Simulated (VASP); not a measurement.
# Li7B (Fm-3m) in VASP: notebook

Runs on Li7B. Level: PBE. Tasks: single point.

Everything below comes from runs of VASP 6.6.1. Logs are shortened: lines on timing, memory, paths and dates and some standing lists are left out, and cuts for length are marked.

**1. The cell of the first run**

It takes space group Fm-3m (No. 225, cubic). The conventional cell has a = 8.202 Å, b = 8.202 Å, c = 8.202 Å, α = 90.00°, β = 90.00°, γ = 90.00°. Li (site symmetry 4mm) has 1 B at 1.12 Å within 1.5 Å. Li (site symmetry m-3m) has 6 Li at 2.98 Å within 3.9 Å. B (site symmetry m-3m) has 6 Li at 1.12 Å within 1.5 Å.

The cell was built from a structure type or drawn by symmetry, and may not be a known phase.

**2. Single point, PBE**

Contents of INCAR:

```
ALGO = Normal
EDIFF = 1E-6
ENCUT = 520
GGA = PE
ISIF = 2
ISMEAR = 0
LASPH = T
LCHARG = F
LREAL = F
LWAVE = F
NBANDS = 22
NELM = 100
PREC = Accurate
SIGMA = 0.1
```

Contents of KPOINTS:

```
k-points
0
Gamma
  4 4 4
```

Contents of POSCAR:

```
Li7B
1.0
    0.0000000000      4.1008489000      4.1008489000
    4.1008489000      0.0000000000      4.1008489000
    4.1008489000      4.1008489000      0.0000000000
Li B
7 1
Direct
    0.6368671400      0.3631328600      0.3631328600
    0.3631328600      0.6368671400      0.6368671400
    0.3631328600      0.6368671400      0.3631328600
    0.6368671400      0.3631328600      0.6368671400
    0.3631328600      0.3631328600      0.6368671400
    0.6368671400      0.6368671400      0.3631328600
    0.0000000000      0.0000000000      0.0000000000
    0.5000000000      0.5000000000      0.5000000000
```

Potentials or basis: VASP PAW PBE potentials, release 64 (Li_sv, B).

On the command line:

```bash
$ cat potpaw_PBE.64/Li_sv/POTCAR potpaw_PBE.64/B/POTCAR > POTCAR
$ mpirun -np 1 vasp_std > vasp.out
```

OUTCAR:

```text
EDIFF = 1E-6
   ENCUT = 520
   GGA = PE
   ISIF = 2
   ISMEAR = 0
   LASPH = T
   LREAL = F
   NELM = 100
   PREC = Accurate

 ion  position               nearest neighbor table
   1  0.637  0.363  0.363-   8 1.12   4 1.59   5 1.59   6 1.59   3 1.59   2 2.25
   2  0.363  0.637  0.637-   8 1.12   4 1.59   5 1.59   6 1.59   3 1.59   1 2.25
   3  0.363  0.637  0.363-   8 1.12   2 1.59   5 1.59   6 1.59   1 1.59   4 2.25
   4  0.637  0.363  0.637-   8 1.12   2 1.59   5 1.59   6 1.59   1 1.59   3 2.25
   5  0.363  0.363  0.637-   8 1.12   2 1.59   3 1.59   4 1.59   1 1.59   6 2.25
   6  0.637  0.637  0.363-   8 1.12   2 1.59   3 1.59   4 1.59   1 1.59   5 2.25
   7  0.000  0.000  0.000-
   8  0.500  0.500  0.500-   1 1.12   2 1.12   3 1.12   4 1.12   5 1.12   6 1.12

 -----------------------------------------------------------------------------
|                                                                             |
|           W    W    AA    RRRRR   N    N  II  N    N   GGGG   !!!           |
|           W    W   A  A   R    R  NN   N  II  NN   N  G    G  !!!           |
|           W    W  A    A  R    R  N N  N  II  N N  N  G       !!!           |
|           W WW W  AAAAAA  RRRRR   N  N N  II  N  N N  G  GGG   !            |
|           WW  WW  A    A  R   R   N   NN  II  N   NN  G    G                |
|           W    W  A    A  R    R  N    N  II  N    N   GGGG   !!!           |
|                                                                             |
|     The distance between some ions is very small. Please check the          |
|     nearest-neighbor list in the OUTCAR file.                               |
|     I HOPE YOU KNOW WHAT YOU ARE DOING!                                     |
|                                                                             |
 -----------------------------------------------------------------------------

  LATTYP: Found a face centered cubic cell.
 ALAT       =     8.2016978000

  Lattice vectors:

 A1 = (   0.0000000000,   4.1008489000,   4.1008489000)
 A2 = (   4.1008489000,   0.0000000000,   4.1008489000)
 A3 = (   4.1008489000,   4.1008489000,   0.0000000000)

Analysis of symmetry for initial positions (statically):
=====================================================================
 Subroutine PRICEL returns:
 Original cell was already a primitive cell.

 Routine SETGRP: Setting up the symmetry group for a
 face centered cubic supercell.

 Subroutine GETGRP returns: Found 48 space group operations
 (whereof 48 operations were pure point group operations)
 out of a pool of 48 trial point group operations.

The static configuration has the point symmetry O_h .

Analysis of symmetry for dynamics (positions and initial velocities):
=====================================================================
 Subroutine PRICEL returns:
 Original cell was already a primitive cell.

 Routine SETGRP: Setting up the symmetry group for a
 face centered cubic supercell.

 Subroutine GETGRP returns: Found 48 space group operations
 (whereof 48 operations were pure point group operations)
 out of a pool of 48 trial point group operations.

The dynamic configuration has the point symmetry O_h .

 Subroutine INISYM returns: Found 48 space group operations
 (whereof 48 operations are pure point group operations),
 and found     1 'primitive' translations

----------------------------------------------------------------------------------------

                                     Primitive cell

  volume of cell :     137.9276

  direct lattice vectors                    reciprocal lattice vectors
     0.000000000  4.100848900  4.100848900    -0.121925975  0.121925975  0.121925975
     4.100848900  0.000000000  4.100848900     0.121925975 -0.121925975  0.121925975
     4.100848900  4.100848900  0.000000000     0.121925975  0.121925975 -0.121925975

  length of vectors
     5.799476132  5.799476132  5.799476132     0.211181983  0.211181983  0.211181983

  position of ions in fractional coordinates (direct lattice)
     0.636867140  0.363132860  0.363132860
     0.363132860  0.636867140  0.636867140
     0.363132860  0.636867140  0.363132860
     0.636867140  0.363132860  0.636867140
     0.363132860  0.363132860  0.636867140
     0.636867140  0.636867140  0.363132860
     0.000000000  0.000000000  0.000000000
     0.500000000  0.500000000  0.500000000

  ion indices of the primitive-cell ions
   primitive index   ion index
                 1           1
                 2           2
                 3           3
                 4           4
                 5           5
                 6           6
                 7           7
                 8           8

----------------------------------------------------------------------------------------

 KPOINTS: k-points

Automatic generation of k-mesh.
 Grid dimensions read from file:
 generate k-points for:    4    4    4

 Generating k-lattice:

  Cartesian coordinates                     Fractional coordinates (reciprocal lattice)
    -0.030481494  0.030481494  0.030481494     0.250000000  0.000000000  0.000000000
     0.030481494 -0.030481494  0.030481494     0.000000000  0.250000000  0.000000000
     0.030481494  0.030481494 -0.030481494     0.000000000  0.000000000  0.250000000

  Length of vectors
     0.052795496  0.052795496  0.052795496

  Shift w.r.t. Gamma in fractional coordinates (k-lattice)
     0.000000000  0.000000000  0.000000000

 Subroutine IBZKPT returns following result:
 ===========================================

 Found      8 irreducible k-points:

 Following reciprocal coordinates:
            Coordinates               Weight
  0.000000  0.000000  0.000000      1.000000
  0.250000  0.000000  0.000000      8.000000
  0.500000  0.000000  0.000000      4.000000
  0.250000  0.250000  0.000000      6.000000
  0.500000  0.250000  0.000000     24.000000
 -0.250000  0.250000  0.000000     12.000000
  0.500000  0.500000  0.000000      3.000000
 -0.250000  0.500000  0.250000      6.000000
   k-points           NKPTS =      8   k-points in BZ     NKDIM =      8   number of bands    NBANDS=     22
   number of dos      NEDOS =    301   number of ions     NIONS =      8
   total plane-waves  NPLWV = 110592
   dimension x,y,z NGX =    48 NGY =   48 NGZ =   48
   dimension x,y,z NGXF=    96 NGYF=   96 NGZF=   96
   ions per type =               7   1
   NGX,Y,Z   is equivalent  to a cutoff of  13.76, 13.76, 13.76 a.u.
   NGXF,Y,Z  is equivalent  to a cutoff of  27.52, 27.52, 27.52 a.u.
 SYSTEM =  unknown system
   PREC   = accura    normal or accurate (medium, high low for compatibility)
   ISTART =      0    job   : 0-new  1-cont  2-samecut
   ICHARG =      2    charge: 1-file 2-atom 10-const
   ISPIN  =      1    spin polarized calculation?
   LNONCOLLINEAR =      F non collinear calculations
   LSORBIT =      F    spin-orbit coupling
   LASPH  =      T    aspherical Exc in radial PAW
   ENCUT  =  520.0 eV  38.22 Ry    6.18 a.u.  10.78 10.78 10.78*2*pi/ulx,y,z
   NELM   =    100;   NELMIN=  2; NELMDL= -5     # of ELM steps
   EDIFF  = 0.1E-05   stopping-criterion for ELM
   LREAL  =      F    real-space projection
   EDIFFG = 0.1E-04   stopping-criterion for IOM
   NSW    =      0    number of steps for IOM
   IBRION =     -1    ionic relax: 0-MD 1-quasi-New 2-CG
   NFREE  =      0    steps in history (QN), initial steepest desc. (CG)
   ISIF   =      2    stress and relaxation
   ISYM   =      2    0-nonsym 1-usesym 2-fastsym
   POTIM  = 0.5000    time-step for ionic-motion
   TEBEG  =    0.0;   TEEND  =   0.0 temperature during run
   PSTRESS=    0.0 pullay stress
   NELECT =      24.0000    total number of electrons
   NUPDOWN=      -1.0000    fix difference up-down
   EMIN   =  10.00;   EMAX   =-10.00  energy-range for DOS
   EFERMI =   0.00;   METHOD = LEGACY
   ISMEAR =     0;   SIGMA  =   0.10  broadening in eV -4-tet -1-fermi 0-gaus
   EFERMI_NEDOS =   21; number of points for ismear=-14 and -15
   IALGO  =     38    algorithm
   IMIX   =      4    mixing-type and parameters
     AMIX     =   0.40;   BMIX     =  1.00
     AMIX_MAG =   1.60;   BMIX_MAG =  1.00
  volume/ion in A,a.u.               =      17.24       116.35
  Fermi-wavevector in a.u.,A,eV,Ry     =   0.913962  1.727138 11.365308  0.835327
  Thomas-Fermi vector in A             =   2.038534
   LORBIT       =      0    0 simple, 1 ext, 2 COOP (PROOUT), +10 PAW based schemes
   GGA     = PE    functional components
   LHFCALC =     F    Hartree Fock is set to
   AEXX    =    0.0000 exact exchange contribution
   IVDW    =     0    specifies the selected vdW correction
   LEPSILON=     F    determine dielectric tensor
   LRPA    =     F    only Hartree local field effects (RPA)
 non-spin polarized calculation
 Gauss-broadening in eV      SIGMA  =   0.10
  energy-cutoff  :      520.00
  volume of cell :      137.93
 maximum number of plane-waves:      3733
 NGX is ok and might be reduce to    48
   NGX = 21   NGY = 21   NGZ = 21

 number of electron      24.0000042 magnetization

 Free energy of the ion-electron system (eV)
  ---------------------------------------------------
  ext. energy  EPLUGINS =         0.00000000
  ---------------------------------------------------
  free energy    TOTEN  =        42.94627190 eV

  energy without entropy =       42.95622926  energy(sigma->0) =       42.95125058

 E-fermi :   0.3153     XC(G=0):  -6.6669

 val. band max:        0.2744627138   @ k =   0.5000   0.0000   0.0000
 cond. band min:       0.3199903897   @ k =  -0.2500   0.5000   0.2500
 fundamental gap:      0.0455276759
 Fermi energy:         0.3153106527

 k-point     1 :       0.0000    0.0000    0.0000
  band No.  band energies     occupation
      1     -48.9671      2.00000
      2     -47.4689      2.00000
      3     -47.1809      2.00000
      4     -47.1808      2.00000
      5     -47.1808      2.00000
      6     -45.9832      2.00000
[... 174 lines left out ...]
      6     -45.9834      2.00000
[... 14 lines left out ...]
     21       6.8177      0.00000
     22       6.8181      0.00000

------------------------ aborting loop because EDIFF is reached ----------------------------------------

  FORCE on cell =-STRESS in cart. coord.  units (eV):
  Direction    XX          YY          ZZ          XY          YZ          ZX
  --------------------------------------------------------------------------------------
  -------------------------------------------------------------------------------------
  Total       62.7031370     62.7031370     62.7031370      0.0000000      0.0000000     -0.0000000
  in kB      728.3641357    728.3641357    728.3641357      0.0000000      0.0000000     -0.0000000
  external PRESSURE =     728.3641357 kB  Pullay stress =       0.0000000 kB

 VOLUME and BASIS-vectors are now :
 -----------------------------------------------------------------------------
  energy-cutoff  :      520.00
  volume of cell :      137.93
      direct lattice vectors                 reciprocal lattice vectors
     0.000000000  4.100848900  4.100848900    -0.121925975  0.121925975  0.121925975
     4.100848900  0.000000000  4.100848900     0.121925975 -0.121925975  0.121925975
     4.100848900  4.100848900  0.000000000     0.121925975  0.121925975 -0.121925975

 POSITION                                       TOTAL-FORCE (eV/Angst)
 -----------------------------------------------------------------------------------
      2.97831      4.10085      4.10085       -30.371178      0.000000      0.000000
      5.22339      4.10085      4.10085        30.371178      0.000000      0.000000
      4.10085      2.97831      4.10085         0.000000    -30.371178      0.000000
      4.10085      5.22339      4.10085         0.000000     30.371178      0.000000
      4.10085      4.10085      2.97831         0.000000      0.000000    -30.371178
      4.10085      4.10085      5.22339         0.000000      0.000000     30.371178
      0.00000      0.00000      0.00000        -0.000000      0.000000     -0.000000
      4.10085      4.10085      4.10085        -0.000000      0.000000      0.000000
 -----------------------------------------------------------------------------------
    total drift:                                0.000000      0.000000      0.000000

  FREE ENERGIE OF THE ION-ELECTRON SYSTEM (eV)
  ---------------------------------------------------
  free  energy   TOTEN  =        42.9462719000 eV

  energy  without entropy=       42.9562292638  energy(sigma->0) =       42.95125058
```

Wall time 48 s (1 thread of AMD EPYC 9R14 (Zen 4), shared host); peak memory 0.28 GiB.

Results:

```yaml
Free_energy: 42.9463 eV
Largest_force: 30.371 eV/Å
Band_gap_on_the_k_mesh: zero (bands 12 and 13 overlap by 0.05 eV)
```

Forces on the atoms (eV/Å):
```
Li  -30.371   0.000   0.000
Li   30.371   0.000   0.000
Li    0.000 -30.371   0.000
Li    0.000  30.371   0.000
Li    0.000   0.000 -30.371
Li    0.000   0.000  30.371
Li    0.000   0.000   0.000
B     0.000   0.000   0.000
```

Levels at points of the mesh, in eV from the Fermi level:
| k point | band 8 | band 9 | band 10 | band 11 | band 12 | band 13 | band 14 | band 15 | band 16 | band 17 |
| --- | --- | --- | --- | --- | --- | --- | --- | --- | --- | --- |
| (0.00, 0.00, 0.00) | -2.71 | -1.60 | -0.40 | -0.40 | -0.40 | 1.26 | 1.26 | 1.26 | 2.22 | 2.22 |
| (0.50, 0.00, 0.00) | -1.80 | -1.64 | -1.15 | -0.47 | -0.47 | -0.04 | 1.37 | 1.37 | 2.51 | 3.18 |
| (0.50, 0.50, 0.00) | -1.66 | -1.60 | -0.65 | -0.63 | -0.63 | 0.48 | 0.81 | 1.12 | 1.12 | 2.35 |

Caveat: the cutoff is under 1.25 times the usual one of these potentials, so pressure, stress and relaxed cells hold a basis-set (Pulay) error; atoms lie so close that the PAW spheres overlap strongly, which falsifies energies and pressures; forces of over 1 eV/Å act on the atoms, so gaps and moduli don't describe the material at rest.

**3. Single point, PBE**

This run uses another cell than the first one, of 29.78 Å³/atom.

Contents of INCAR:

```
SYSTEM = Li7B
PREC     = Accurate       ! precision mode
ENCUT    = 520            ! plane-wave cutoff, eV
EDIFF    = 1E-6           ! SCF threshold, eV
ISMEAR   = 0              ! smearing method
SIGMA    = 0.1            ! smearing width, eV
LREAL    = .False.        ! projectors in reciprocal space
LASPH    = .True.         ! aspherical terms in the spheres
NELM     = 100            ! most SCF steps
ALGO     = Normal         ! electronic algorithm
ISIF     = 2              ! what is computed and relaxed
LWAVE    = .False.        ! write WAVECAR
LCHARG   = .True.         ! write CHGCAR
GGA      = PE             ! functional
LELF     = .True.         ! ELF
LVHAR    = .True.       
NBANDS   = 22             ! bands
```

Contents of KPOINTS:

```
Automatic mesh
0
Gamma
  4 4 4
  0 0 0
```

Contents of POSCAR:

```
Li7B
1.0
    0.0000000000      4.9206106278      4.9206106278
    4.9206106278      0.0000000000      4.9206106278
    4.9206106278      4.9206106278      0.0000000000
Li B
7 1
Direct
    0.7173545434      0.2826454566      0.2826454566
    0.2826454566      0.7173545434      0.7173545434
    0.2826454566      0.7173545434      0.2826454566
    0.7173545434      0.2826454566      0.7173545434
    0.2826454566      0.2826454566      0.7173545434
    0.7173545434      0.7173545434      0.2826454566
    0.0000000000      0.0000000000      0.0000000000
    0.5000000000      0.5000000000      0.5000000000
```

Potentials or basis: VASP PAW PBE potentials, release 64 (Li_sv, B).

On the command line:

```bash
$ cat potpaw_PBE.64/Li_sv/POTCAR potpaw_PBE.64/B/POTCAR > POTCAR
$ mpirun -np 1 vasp_std > vasp.out
```

Run time: 68 s. Hardware: 1 thread of AMD EPYC 9R14 (Zen 4), shared host; peak memory 0.34 GiB.

Results (log left out):

```yaml
Free_energy: -15.8592 eV
Largest_force: 0.031 eV/Å
Band_gap_on_the_k_mesh: zero (bands 12 and 13 overlap by 0.01 eV)
```

Forces on the atoms (eV/Å):
```
Li  -0.031  0.000  0.000
Li   0.031  0.000  0.000
Li   0.000 -0.031  0.000
Li   0.000  0.031  0.000
Li   0.000  0.000 -0.031
Li   0.000  0.000  0.031
Li   0.000  0.000  0.000
B    0.000  0.000  0.000
```

Levels at points of the mesh, in eV from the Fermi level:
```
           k point  band 10  band 11  band 12  band 13  band 14  band 15
(0.00, 0.00, 0.00)    -0.06    -0.06    -0.06     1.26     1.26     1.26
(0.50, 0.00, 0.00)    -0.29    -0.17    -0.17    -0.06     0.88     0.88
(0.50, 0.50, 0.00)    -1.07    -0.41    -0.41     1.01     1.03     1.03
```

Caveat: the cutoff is under 1.25 times the usual one of these potentials, so pressure, stress and relaxed cells hold a basis-set (Pulay) error.
